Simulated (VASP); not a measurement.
# RbBr (Fm-3m) in VASP: single point with PBEsol

Aim: the single point of RbBr with PBEsol.

Everything below comes from runs of VASP 6.6.1. Logs are shortened: lines on timing, memory, paths and dates and some standing lists are left out, and cuts for length are marked.

### 1 The cell of the first run

It takes space group Fm-3m (No. 225, cubic). The conventional cell has a = 6.799 Å, b = 6.799 Å, c = 6.799 Å, α = 90.00°, β = 90.00°, γ = 90.00°. Rb (site symmetry m-3m) has 6 Br at 3.40 Å within 4.5 Å. Within 4.5 Å of Br (site symmetry m-3m) lie 6 Rb at 3.40 Å.

### 2 Single point, PBEsol (volume scaled by 0.98)

INCAR

```
ALGO = Normal
EDIFF = 1E-6
ENCUT = 520
GGA = PS
ISIF = 2
ISMEAR = 0
LASPH = T
LCHARG = T
LELF = T
LREAL = F
LVHAR = T
LWAVE = F
NBANDS = 15
NELM = 60
PREC = Accurate
SIGMA = 0.01
```

KPOINTS

```
k-points
0
Gamma
  6 6 6
```

POSCAR

```
RbBr
1.0
    0.0000000000      3.3992542287      3.3992542287
    3.3992542287      0.0000000000      3.3992542287
    3.3992542287      3.3992542287      0.0000000000
Rb Br
1 1
Direct
    0.0000000000      0.0000000000      0.0000000000
    0.5000000000      0.5000000000      0.5000000000
```

Potentials or basis: VASP PAW PBE potentials, release 64 (Rb_sv, Br).

Launch:

```sh
$ cat potpaw_PBE.64/Rb_sv/POTCAR potpaw_PBE.64/Br/POTCAR > POTCAR
$ mpirun -np 1 vasp_std > vasp.out
```

OUTCAR:

```text
EDIFF = 1E-6
   ENCUT = 520
   GGA = PS
   ISIF = 2
   ISMEAR = 0
   LASPH = T
   LREAL = F
   NELM = 60
   PREC = Accurate

 ion  position               nearest neighbor table
   1  0.000  0.000  0.000-   2 3.40   2 3.40   2 3.40   2 3.40   2 3.40   2 3.40
   2  0.500  0.500  0.500-   1 3.40   1 3.40   1 3.40   1 3.40   1 3.40   1 3.40

  LATTYP: Found a face centered cubic cell.
 ALAT       =     6.7985084574

  Lattice vectors:

 A1 = (   0.0000000000,   3.3992542287,   3.3992542287)
 A2 = (   3.3992542287,   0.0000000000,   3.3992542287)
 A3 = (   3.3992542287,   3.3992542287,   0.0000000000)

Analysis of symmetry for initial positions (statically):
=====================================================================
 Subroutine PRICEL returns:
 Original cell was already a primitive cell.

 Routine SETGRP: Setting up the symmetry group for a
 face centered cubic supercell.

 Subroutine GETGRP returns: Found 48 space group operations
 (whereof 48 operations were pure point group operations)
 out of a pool of 48 trial point group operations.

The static configuration has the point symmetry O_h .

Analysis of symmetry for dynamics (positions and initial velocities):
=====================================================================
 Subroutine PRICEL returns:
 Original cell was already a primitive cell.

 Routine SETGRP: Setting up the symmetry group for a
 face centered cubic supercell.

 Subroutine GETGRP returns: Found 48 space group operations
 (whereof 48 operations were pure point group operations)
 out of a pool of 48 trial point group operations.

The dynamic configuration has the point symmetry O_h .

 Subroutine INISYM returns: Found 48 space group operations
 (whereof 48 operations are pure point group operations),
 and found     1 'primitive' translations

----------------------------------------------------------------------------------------

                                     Primitive cell

  volume of cell :      78.5563

  direct lattice vectors                    reciprocal lattice vectors
     0.000000000  3.399254229  3.399254229    -0.147091087  0.147091087  0.147091087
     3.399254229  0.000000000  3.399254229     0.147091087 -0.147091087  0.147091087
     3.399254229  3.399254229  0.000000000     0.147091087  0.147091087 -0.147091087

  length of vectors
     4.807271432  4.807271432  4.807271432     0.254769236  0.254769236  0.254769236

  position of ions in fractional coordinates (direct lattice)
     0.000000000  0.000000000  0.000000000
     0.500000000  0.500000000  0.500000000

  ion indices of the primitive-cell ions
   primitive index   ion index
                 1           1
                 2           2

----------------------------------------------------------------------------------------

 KPOINTS: k-points

Automatic generation of k-mesh.
 Grid dimensions read from file:
 generate k-points for:    6    6    6

 Generating k-lattice:

  Cartesian coordinates                     Fractional coordinates (reciprocal lattice)
    -0.024515181  0.024515181  0.024515181     0.166666667  0.000000000  0.000000000
     0.024515181 -0.024515181  0.024515181     0.000000000  0.166666667  0.000000000
     0.024515181  0.024515181 -0.024515181     0.000000000  0.000000000  0.166666667

  Length of vectors
     0.042461539  0.042461539  0.042461539

  Shift w.r.t. Gamma in fractional coordinates (k-lattice)
     0.000000000  0.000000000  0.000000000

 Subroutine IBZKPT returns following result:
 ===========================================

 Found     16 irreducible k-points:

 Following reciprocal coordinates:
            Coordinates               Weight
  0.000000  0.000000  0.000000      1.000000
  0.166667  0.000000  0.000000      8.000000
  0.333333  0.000000  0.000000      8.000000
  0.500000  0.000000  0.000000      4.000000
  0.166667  0.166667  0.000000      6.000000
  0.333333  0.166667  0.000000     24.000000
[... 8 lines left out ...]
 -0.333333  0.333333  0.166667     24.000000
 -0.333333  0.500000  0.166667     12.000000
   k-points           NKPTS =     16   k-points in BZ     NKDIM =     16   number of bands    NBANDS=     15
   number of dos      NEDOS =    301   number of ions     NIONS =      2
   total plane-waves  NPLWV =  46656
   dimension x,y,z NGX =    36 NGY =   36 NGZ =   36
   dimension x,y,z NGXF=    72 NGYF=   72 NGZF=   72
   ions per type =               1   1
   NGX,Y,Z   is equivalent  to a cutoff of  12.45, 12.45, 12.45 a.u.
   NGXF,Y,Z  is equivalent  to a cutoff of  24.90, 24.90, 24.90 a.u.
 SYSTEM =  unknown system
   PREC   = accura    normal or accurate (medium, high low for compatibility)
   ISTART =      0    job   : 0-new  1-cont  2-samecut
   ICHARG =      2    charge: 1-file 2-atom 10-const
   ISPIN  =      1    spin polarized calculation?
   LNONCOLLINEAR =      F non collinear calculations
   LSORBIT =      F    spin-orbit coupling
   LASPH  =      T    aspherical Exc in radial PAW
   ENCUT  =  520.0 eV  38.22 Ry    6.18 a.u.   8.94  8.94  8.94*2*pi/ulx,y,z
   NELM   =     60;   NELMIN=  2; NELMDL= -5     # of ELM steps
   EDIFF  = 0.1E-05   stopping-criterion for ELM
   LREAL  =      F    real-space projection
   EDIFFG = 0.1E-04   stopping-criterion for IOM
   NSW    =      0    number of steps for IOM
   IBRION =     -1    ionic relax: 0-MD 1-quasi-New 2-CG
   NFREE  =      0    steps in history (QN), initial steepest desc. (CG)
   ISIF   =      2    stress and relaxation
   ISYM   =      2    0-nonsym 1-usesym 2-fastsym
   POTIM  = 0.5000    time-step for ionic-motion
   TEBEG  =    0.0;   TEEND  =   0.0 temperature during run
   PSTRESS=    0.0 pullay stress
   NELECT =      16.0000    total number of electrons
   NUPDOWN=      -1.0000    fix difference up-down
   EMIN   =  10.00;   EMAX   =-10.00  energy-range for DOS
   EFERMI =   0.00;   METHOD = LEGACY
   ISMEAR =     0;   SIGMA  =   0.01  broadening in eV -4-tet -1-fermi 0-gaus
   EFERMI_NEDOS =   21; number of points for ismear=-14 and -15
   IALGO  =     38    algorithm
   IMIX   =      4    mixing-type and parameters
     AMIX     =   0.40;   BMIX     =  1.00
     AMIX_MAG =   1.60;   BMIX_MAG =  1.00
  volume/ion in A,a.u.               =      39.28       265.06
  Fermi-wavevector in a.u.,A,eV,Ry     =   0.963210  1.820204 12.623136  0.927774
  Thomas-Fermi vector in A             =   2.092736
   LORBIT       =      0    0 simple, 1 ext, 2 COOP (PROOUT), +10 PAW based schemes
   GGA     = PS    functional components
   LHFCALC =     F    Hartree Fock is set to
   AEXX    =    0.0000 exact exchange contribution
   IVDW    =     0    specifies the selected vdW correction
   LEPSILON=     F    determine dielectric tensor
   LRPA    =     F    only Hartree local field effects (RPA)
 non-spin polarized calculation
 Gauss-broadening in eV      SIGMA  =   0.01
  energy-cutoff  :      520.00
  volume of cell :       78.56
 maximum number of plane-waves:      2138
   NGX = 17   NGY = 17   NGZ = 17

 number of electron      16.0000002 magnetization

 Free energy of the ion-electron system (eV)
  ---------------------------------------------------
  ext. energy  EPLUGINS =         0.00000000
  ---------------------------------------------------
  free energy    TOTEN  =        -6.35348588 eV

  energy without entropy =       -6.35348588  energy(sigma->0) =       -6.35348588

 E-fermi :  -1.6488     XC(G=0):  -7.5076

 val. band max:       -1.7524957565   @ k =   0.0000   0.0000   0.0000
 cond. band min:       2.5149771935   @ k =   0.0000   0.0000   0.0000
 fundamental gap:      4.2674729501
 Fermi energy:        -1.6488062391

 k-point     1 :       0.0000    0.0000    0.0000
  band No.  band energies     occupation
      1     -26.0577      2.00000
      2     -13.9713      2.00000
      3     -10.1478      2.00000
      4     -10.1478      2.00000
      5     -10.1478      2.00000
      6      -1.7525      2.00000
      7      -1.7525      2.00000
      8      -1.7525      2.00000
      9       2.5150      0.00000
     10       5.4488      0.00000
     11       5.4488      0.00000
     12       5.4488      0.00000
     13       6.3592      0.00000
     14       6.3592      0.00000
     15       9.1009      0.00000

 k-point     2 :       0.1667    0.0000    0.0000
  band No.  band energies     occupation
      1     -26.0550      2.00000
      2     -13.9834      2.00000
      3     -10.1498      2.00000
      4     -10.1498      2.00000
      5     -10.1344      2.00000
      6      -2.0825      2.00000
      7      -1.8565      2.00000
      8      -1.8565      2.00000
      9       3.1814      0.00000
     10       5.3054      0.00000
     11       5.7876      0.00000
     12       5.7876      0.00000
     13       6.7859      0.00000
     14       6.7859      0.00000
     15      10.1395      0.00000

 k-point     3 :       0.3333    0.0000    0.0000
  band No.  band energies     occupation
      1     -26.0494      2.00000
      2     -14.0075      2.00000
      3     -10.1538      2.00000
      4     -10.1538      2.00000
      5     -10.1079      2.00000
      6      -2.5984      2.00000
      7      -2.0498      2.00000
      8      -2.0498      2.00000
      9       4.4381      0.00000
     10       5.4889      0.00000
     11       6.7322      0.00000
     12       6.7322      0.00000
     13       7.8474      0.00000
     14       7.8474      0.00000
     15       9.9122      0.00000
[... 199 lines left out ...]
 k-point    15 :      -0.3333    0.3333    0.1667
  band No.  band energies     occupation
      1     -26.0442      2.00000
      2     -13.9635      2.00000
      3     -10.2595      2.00000
      4     -10.2500      2.00000
      5     -10.1271      2.00000
      6      -2.4398      2.00000
      7      -2.1222      2.00000
      8      -2.1026      2.00000
      9       5.1927      0.00000
     10       5.4181      0.00000
     11       6.8069      0.00000
     12       7.0551      0.00000
     13       8.4964      0.00000
     14       9.1951      0.00000
     15       9.3075      0.00000

 k-point    16 :      -0.3333    0.5000    0.1667
  band No.  band energies     occupation
      1     -26.0434      2.00000
      2     -13.9366      2.00000
      3     -10.3245      2.00000
      4     -10.2614      2.00000
      5     -10.1526      2.00000
      6      -2.1963      2.00000
      7      -2.1872      2.00000
      8      -2.0274      2.00000
      9       4.4403      0.00000
     10       6.1106      0.00000
     11       6.1733      0.00000
     12       7.2032      0.00000
     13       8.2617      0.00000
     14       9.1972      0.00000
     15       9.6485      0.00000

------------------------ aborting loop because EDIFF is reached ----------------------------------------

  FORCE on cell =-STRESS in cart. coord.  units (eV):
  Direction    XX          YY          ZZ          XY          YZ          ZX
  --------------------------------------------------------------------------------------
  -------------------------------------------------------------------------------------
  Total        0.1632550      0.1632550      0.1632550      0.0000000      0.0000000     -0.0000000
  in kB        3.3296322      3.3296322      3.3296322      0.0000000      0.0000000     -0.0000000
  external PRESSURE =       3.3296322 kB  Pullay stress =       0.0000000 kB

 VOLUME and BASIS-vectors are now :
 -----------------------------------------------------------------------------
  energy-cutoff  :      520.00
  volume of cell :       78.56
      direct lattice vectors                 reciprocal lattice vectors
     0.000000000  3.399254229  3.399254229    -0.147091087  0.147091087  0.147091087
     3.399254229  0.000000000  3.399254229     0.147091087 -0.147091087  0.147091087
     3.399254229  3.399254229  0.000000000     0.147091087  0.147091087 -0.147091087

 POSITION                                       TOTAL-FORCE (eV/Angst)
 -----------------------------------------------------------------------------------
      0.00000      0.00000      0.00000         0.000000      0.000000      0.000000
      3.39925      3.39925      3.39925        -0.000000     -0.000000     -0.000000
 -----------------------------------------------------------------------------------
    total drift:                                0.000000      0.000000      0.000000

  FREE ENERGIE OF THE ION-ELECTRON SYSTEM (eV)
  ---------------------------------------------------
  free  energy   TOTEN  =        -6.3534858750 eV

  energy  without entropy=       -6.3534858750  energy(sigma->0) =       -6.35348588
```

Run time: 11 s. Hardware: 1 thread of Intel Xeon Platinum 8488C (Sapphire Rapids), shared host; peak memory 0.21 GiB.

Results:

```
Free energy            : -6.3535 eV
Pressure               : 0.3 GPa
Band gap on the k mesh : 4.27 eV, direct
```

Caveat: the PAW data sets were made with another functional, which shifts forces and pressure a little.
